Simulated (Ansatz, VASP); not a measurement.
**One calculation of Fe, two programs**

File INCAR:

```
SYSTEM = Fe
PREC = Accurate
ENCUT = 520
EDIFF = 1E-7
ISMEAR = -1
SIGMA = 0.08
LREAL = .FALSE.
LASPH = .TRUE.
NELM = 60
ALGO = Normal
ISIF = 2
LWAVE = .FALSE.
LCHARG = .TRUE.
GGA = PE
LELF = .TRUE.
LVHAR = .TRUE.
NBANDS = 15
```

File KPOINTS:

```
regular mesh
0
G
  17 17 10
  0 0 0
```

POSCAR

```
Fe
1.0
    2.4584991612      0.0000000000      0.0000000000
   -1.2292495806      2.1291227288      0.0000000000
    0.0000000000      0.0000000000      3.8419344700
Fe
2
Direct
    0.3333333333      0.6666666667      0.2500000000
    0.6666666667      0.3333333333      0.7500000000
```

Input for Ansatz:

```yaml
crystal:
  lattice:
    - [2.4584991612, 0.0, 0.0]
    - [-1.2292495806, 2.1291227288, 0.0]
    - [0.0, 0.0, 3.84193447]
  atoms:
    - { symbol: Fe, position: [0.3333333333, 0.6666666667, 0.25] }
    - { symbol: Fe, position: [0.6666666667, 0.3333333333, 0.75] }
kpoints:
  mp_grid: { grid: [17, 17, 10] }
  band_path:
    path:
      - [0.0, 0.0, 0.0]
      - [0.5, 0.0, 0.0]
      - [0.3333333333, 0.3333333333, 0.0]
      - [0.0, 0.0, 0.0]
      - [0.0, 0.0, 0.5]
      - [0.5, 0.0, 0.5]
      - [0.3333333333, 0.3333333333, 0.5]
      - [0.0, 0.0, 0.5]
      - [0.5, 0.0, 0.5]
    npoints: 5
scf:
  occupations: { method: fermi_dirac, width: 0.08 }
hamiltonian:
  xc: pbe
  pseudopotentials: { kind: all_electron, lapw: { basis_error: 0.00025 } }
output:
  forces: true
  stress: true
  eigenvalues: true
```

Change from the starting cell: equal xx and yy strain of +1 %.

Alike in both runs: task single point; functional PBE; k mesh 17 × 17 × 10; occupations fermi-dirac, width 0.08 eV; no spin polarisation.

|  | VASP | Ansatz |
| --- | --- | --- |
| version | VASP 6.6.1 | Ansatz 0.2.0 |
| potentials or method | VASP PAW PBE potentials, release 64 (Fe), cutoff 520 eV | all-electron LAPW, scalar-relativistic |

Ansatz gave:

```
pressure (GPa)                                                : 4.5
traceless stress, the component that is largest in VASP (GPa) : 3.77
```

**Question.** Which values does VASP return?

**Answer.** Pressure (GPa): 3.9; traceless stress, the component that is largest in VASP (GPa): 3.58.

Ansatz ran all-electron here, and VASP with PAW potentials.
